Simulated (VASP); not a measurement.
# Ni (Pm-3m) in VASP: a series of runs, part 2 of 2

VASP 6.6.1. Earlier steps stand in the parts before.

## (3) Single point, LDA, non-collinear spin, typed start, spin-orbit coupling

This run uses another cell than the first one, of 11.54 Å³/atom, 0.893 times its volume.

Input file INCAR:

```
SYSTEM = Ni
PREC     = Accurate       ! precision mode
ENCUT    = 520            ! plane-wave cutoff, eV
EDIFF    = 1E-6           ! SCF threshold, eV
ISMEAR   = -1             ! smearing method
SIGMA    = 0.05           ! smearing width, eV
LREAL    = .False.        ! projectors in reciprocal space
LASPH    = .True.         ! aspherical terms in the spheres
NELM     = 150            ! most SCF steps
ALGO     = Normal         ! electronic algorithm
ISIF     = 2              ! what is computed and relaxed
LWAVE    = .False.        ! write WAVECAR
LCHARG   = .False.        ! write CHGCAR
LNONCOLLINEAR= .True.         ! non-collinear magnetism
MAGMOM   = 0 0 0.463      ! initial moments
LORBIT   = 11             ! projections on sites
LSORBIT  = .True.         ! spin-orbit coupling
GGA_COMPAT= .False.      
LORBMOM  = .True.       
LMAXMIX  = 4              ! l up to which the mixer works
GGA      = CA             ! functional
NBANDS   = 21             ! bands
```

Input file KPOINTS:

```
Automatic mesh
0
Gamma
  14 14 14
  0 0 0
```

Input file POSCAR:

```
Ni
1.0
    2.2600048197      0.0000000000      0.0000000000
    0.0000000000      2.2600048197      0.0000000000
    0.0000000000      0.0000000000      2.2600048197
Ni
1
Direct
    0.0000000000      0.0000000000      0.0000000000
```

Potentials or basis: VASP PAW LDA potentials, release 64 (Ni).

Launch:

```bash
$ cat potpaw_LDA.64/Ni/POTCAR > POTCAR
$ mpirun -np 1 vasp_ncl > vasp.out
```

OUTCAR:

```text
SYSTEM = Ni
   PREC = Accurate
   ENCUT = 520
   EDIFF = 1E-6
   ISMEAR = -1
   LREAL = .False.
   LASPH = .True.
   NELM = 150
   ISIF = 2
   LNONCOLLINEAR = .True.
   LORBIT = 11
   LSORBIT = .True.
   GGA = CA

 ion  position               nearest neighbor table
   1  0.000  0.000  0.000-

  LATTYP: Found a simple cubic cell.
 ALAT       =     2.2600048197

  Lattice vectors:

 A1 = (   2.2600048197,   0.0000000000,   0.0000000000)
 A2 = (   0.0000000000,   2.2600048197,   0.0000000000)
 A3 = (   0.0000000000,   0.0000000000,   2.2600048197)

Analysis of symmetry for initial positions (statically):
=====================================================================
 Subroutine PRICEL returns:
 Original cell was already a primitive cell.

 Routine SETGRP: Setting up the symmetry group for a
 simple cubic supercell.

 Subroutine GETGRP returns: Found 48 space group operations
 (whereof 48 operations were pure point group operations)
 out of a pool of 48 trial point group operations.

The static configuration has the point symmetry O_h .

Analysis of symmetry for dynamics (positions and initial velocities):
=====================================================================
 Subroutine PRICEL returns:
 Original cell was already a primitive cell.

 Routine SETGRP: Setting up the symmetry group for a
 simple cubic supercell.

 Subroutine GETGRP returns: Found 48 space group operations
 (whereof 48 operations were pure point group operations)
 out of a pool of 48 trial point group operations.

The dynamic configuration has the point symmetry O_h .

Analysis of structural, dynamic, and magnetic symmetry:
=====================================================================
 Subroutine PRICEL returns:
 Original cell was already a primitive cell.

 Routine SETGRP: Setting up the symmetry group for a
 simple cubic supercell.

 Subroutine GETGRP returns: Found  8 space group operations
 (whereof  8 operations were pure point group operations)
 out of a pool of 48 trial point group operations.

The overall configuration has the point symmetry C_4h.

 Subroutine INISYM returns: Found  8 space group operations
 (whereof  8 operations are pure point group operations),
 and found     1 'primitive' translations

----------------------------------------------------------------------------------------

                                     Primitive cell

  volume of cell :      11.5432

  direct lattice vectors                    reciprocal lattice vectors
     2.260004820  0.000000000  0.000000000     0.442476932  0.000000000  0.000000000
     0.000000000  2.260004820  0.000000000     0.000000000  0.442476932  0.000000000
     0.000000000  0.000000000  2.260004820     0.000000000  0.000000000  0.442476932

  length of vectors
     2.260004820  2.260004820  2.260004820     0.442476932  0.442476932  0.442476932

  position of ions in fractional coordinates (direct lattice)
     0.000000000  0.000000000  0.000000000

  ion indices of the primitive-cell ions
   primitive index   ion index
                 1           1

[... 96 lines left out ...]
   GGA     = CA    functional components
   LHFCALC =     F    Hartree Fock is set to
   AEXX    =    0.0000 exact exchange contribution
   IVDW    =     0    specifies the selected vdW correction
   LEPSILON=     F    determine dielectric tensor
   LRPA    =     F    only Hartree local field effects (RPA)
  energy-cutoff  :      520.00
  volume of cell :       11.54
 maximum number of plane-waves:       640
 NGX is ok and might be reduce to    18
   NGX =  9   NGY =  9   NGZ =  9

 number of electron      10.0000000 magnetization       0.0000000      0.0000000      0.4630000

 number of electron       9.9999995 magnetization       0.0000000     -0.0000000      0.4456017

 number of electron       9.9999995 magnetization      -0.0000000     -0.0000000      0.4397523

 number of electron       9.9999995 magnetization       0.0000000      0.0000000      0.4399031

 Free energy of the ion-electron system (eV)
  ---------------------------------------------------
  ext. energy  EPLUGINS =         0.00000000
  ---------------------------------------------------
  free energy    TOTEN  =        -5.83694963 eV

  energy without entropy =       -5.82276925  energy(sigma->0) =       -5.82985944

 E-fermi :   8.2526     XC(G=0): -13.1605

 val. band max:        8.2487941678   @ k =   0.1429   0.1429   0.0000
 cond. band min:       8.2664772543   @ k =   0.5000   0.3571   0.0714
 fundamental gap:      0.0176830865
 Fermi energy:         8.2526367169

 k-point     1 :       0.0000    0.0000    0.0000
  band No.  band energies     occupation
      1      -0.2646      1.00000
      2      -0.2097      1.00000
      3       4.2894      1.00000
      4       4.2901      1.00000
      5       4.6215      1.00000
      6       4.6216      1.00000
[... 565 lines left out ...]
     20      34.0695      0.00000
     21      37.2063      0.00000

 [... further k-points ...]

------------------------ aborting loop because EDIFF is reached ----------------------------------------

  FORCE on cell =-STRESS in cart. coord.  units (eV):
  Direction    XX          YY          ZZ          XY          YZ          ZX
  --------------------------------------------------------------------------------------
  -------------------------------------------------------------------------------------
  Total       -0.0119020     -0.0119020     -0.0115987      0.0000001     -0.0000000      0.0000000
  in kB       -1.6519708     -1.6519708     -1.6098723      0.0000160     -0.0000000      0.0000000
  external PRESSURE =      -1.6379380 kB  Pullay stress =       0.0000000 kB

 VOLUME and BASIS-vectors are now :
 -----------------------------------------------------------------------------
  energy-cutoff  :      520.00
  volume of cell :       11.54
      direct lattice vectors                 reciprocal lattice vectors
     2.260004820  0.000000000  0.000000000     0.442476932  0.000000000  0.000000000
     0.000000000  2.260004820  0.000000000     0.000000000  0.442476932  0.000000000
     0.000000000  0.000000000  2.260004820     0.000000000  0.000000000  0.442476932

 POSITION                                       TOTAL-FORCE (eV/Angst)
 -----------------------------------------------------------------------------------
      0.00000      0.00000      0.00000         0.000000      0.000000      0.000000
 -----------------------------------------------------------------------------------
    total drift:                                0.000000      0.000000      0.000000

  FREE ENERGIE OF THE ION-ELECTRON SYSTEM (eV)
  ---------------------------------------------------
  free  energy   TOTEN  =        -5.8369496301 eV

  energy  without entropy=       -5.8227692451  energy(sigma->0) =       -5.82985944

 orbital moment (x)

 # of ion     p       d       tot
 ----------------------------------------
  1         0.000  -0.000  -0.000
 ----------------------------------------
            0.000  -0.000  -0.000

 orbital moment (y)

 # of ion     p       d       tot
 ----------------------------------------
  1        -0.000  -0.000  -0.000
 ----------------------------------------
           -0.000  -0.000  -0.000

 orbital moment (z)

 # of ion     p       d       tot
 ----------------------------------------
  1         0.000   0.050   0.050
 ----------------------------------------
            0.000   0.050   0.050

 Spin-Orbit-Coupling matrix elements

 Ion:    1  E_soc:     -0.0203600
 l=   1
     0.0000000    -0.0004037    -0.0004022
    -0.0004037     0.0000000    -0.0004037
    -0.0004022    -0.0004037     0.0000000
 l=   2
     0.0000000    -0.0010345     0.0000000    -0.0010345    -0.0019304
    -0.0010345     0.0000000    -0.0014112    -0.0012015    -0.0004736
     0.0000000    -0.0014112     0.0000000    -0.0014112     0.0000000
    -0.0010345    -0.0012015    -0.0014112     0.0000000    -0.0004736
    -0.0019304    -0.0004736     0.0000000    -0.0004736     0.0000000
 l=   3
     0.0000000     0.0000000     0.0000000     0.0000000     0.0000000     0.0000000     0.0000000
     0.0000000     0.0000000     0.0000000     0.0000000     0.0000000     0.0000000     0.0000000
     0.0000000     0.0000000     0.0000000     0.0000000     0.0000000     0.0000000     0.0000000
     0.0000000     0.0000000     0.0000000     0.0000000     0.0000000     0.0000000     0.0000000
     0.0000000     0.0000000     0.0000000     0.0000000     0.0000000     0.0000000     0.0000000
     0.0000000     0.0000000     0.0000000     0.0000000     0.0000000     0.0000000     0.0000000
     0.0000000     0.0000000     0.0000000     0.0000000     0.0000000     0.0000000     0.0000000

 total charge

# of ion       s       p       d       tot
------------------------------------------
    1        0.547   0.449   8.405   9.400

 magnetization (x)

# of ion       s       p       d       tot
------------------------------------------
    1        0.000  -0.000   0.000  -0.000

 magnetization (y)

# of ion       s       p       d       tot
------------------------------------------
    1        0.000   0.000   0.000   0.000

 magnetization (z)

# of ion       s       p       d       tot
------------------------------------------
    1        0.001   0.000   0.438   0.439
```

Run time: 2.9 min. Hardware: 1 thread of Intel Xeon Platinum 8259CL at 2.50GHz (Skylake/Cascade Lake), shared host; peak memory 0.24 GiB.

Results:

* Free energy: -5.8369 eV
* Pressure: -0.2 GPa
* Net moment: 0.44 μB per cell
* Valence electrons inside the program's atomic spheres: Ni 9.40

Moments on the atoms (μB; x, y, z):
```
Ni  0.00 0.00 0.44
```
